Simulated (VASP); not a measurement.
Input of a VASP 6.6.1 run:

Contents of INCAR:

```
  PREC = Accurate
  ENCUT = 520
  EDIFF = 1E-7
  ISMEAR = -1
  SIGMA = 0.05
  LREAL = False
  LASPH = True
  NELM = 100
  ALGO = Normal
  ISIF = 2
  LWAVE = False
  LCHARG = False
  GGA = B5
  ALDAX = 1.0
  AGGAX = 1.0
  AGGAC = 1.0
  ALDAC = 0.0
  IVDW = 13
  VDW_S6 = 1.0
  VDW_S8 = 2.34076671
  VDW_A1 = 0.44488865
  VDW_A2 = 4.0933009
  NBANDS = 18
```

KPOINTS

```
regular mesh
0
Gamma
  8 8 5
```

POSCAR

```
PtSe2
1.0
    3.6990059583      0.0000000000      0.0000000000
   -1.8495029792      3.2034331287      0.0000000000
    0.0000000000      0.0000000000      5.0280258220
Pt Se
1 2
Direct
    0.0000000000      0.0000000000      0.0000000000
    0.6666666667      0.3333333333      0.7500000000
    0.3333333333      0.6666666667      0.2500000000
```

Potentials or basis: VASP PAW PBE potentials, release 64 (Pt, Se).

The run is started by

```bash
$ cat potpaw_PBE.64/Pt/POTCAR potpaw_PBE.64/Se/POTCAR > POTCAR
$ mpirun -np 1 vasp_std > vasp.out
```

(1) Predict the pressure.

(2) Predict the largest force.

(3) Predict the band gap on the k mesh.

(4) Estimate the dispersion energy per atom.

Answers

(1) 11.0 GPa.

(2) 1.455 eV/Å.

(3) zero (band 11 reaches 7.66 eV, above the bottom of band 12 at 7.42 eV).

(4) -0.984 eV.

Caveat: the PAW data sets were made with another functional, which shifts forces and pressure a little; spin-orbit coupling is left out, which moves the levels of the heavy elements; pairwise dispersion overbinds metals, which lowers pressure and volume.
